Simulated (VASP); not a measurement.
Write the native input for VASP 6.6.1 that does the following.

- Task: single point
- Functional: PBE
- Dispersion: D4
- Potentials or basis: VASP PAW PBE potentials, release 64 (In_d, P)
- Cutoff: 520 eV
- k mesh: 8 × 8 × 8
- Occupations: fermi-dirac, width 0.05 eV
- Spin: no spin polarisation
- Dipole correction: no
- Further INCAR settings: ALGO = Normal; EDIFF = 1e-06; NBANDS = 16

The structure of InP lies in POSCAR:

```
InP
1.0
    0.0000000000      2.8706770916      2.8706770916
    2.8706770916      0.0000000000      2.8706770916
    2.8706770916      2.8706770916      0.0000000000
In P
1 1
Direct
    0.0000000000      0.0000000000      0.0000000000
    0.7500000000      0.7500000000      0.7500000000
```

These files were run (other wordings do the same):

INCAR

```
SYSTEM = InP
ALGO = Normal ; EDIFF = 1E-6
ENCUT = 520 ; GGA = PE
ISIF = 2 ; ISMEAR = -1
IVDW = 13 ; LASPH = .True.
LCHARG = .False. ; LREAL = .False.
LWAVE = .False. ; NBANDS = 16
NELM = 100 ; PREC = Accurate
SIGMA = 0.05
```

KPOINTS

```
k-points
0
Gamma
  8 8 8
  0 0 0
```

Potentials or basis: VASP PAW PBE potentials, release 64 (In_d, P).

The run is started by

```bash
$ cat potpaw_PBE.64/In_d/POTCAR potpaw_PBE.64/P/POTCAR > POTCAR
$ mpirun -np 1 vasp_std > vasp.out
```

It gave:

The pressure is 6.0 GPa and the band gap on the k mesh is 1.05 eV, direct. The dispersion energy per atom is -0.360 eV.

Caveat: spin-orbit coupling is left out, which moves the levels of the heavy elements.

Run time: 11 s on 1 thread of AMD EPYC 9R45 96-Core Processor (Zen 5) (shared host), peak memory 0.15 GiB.
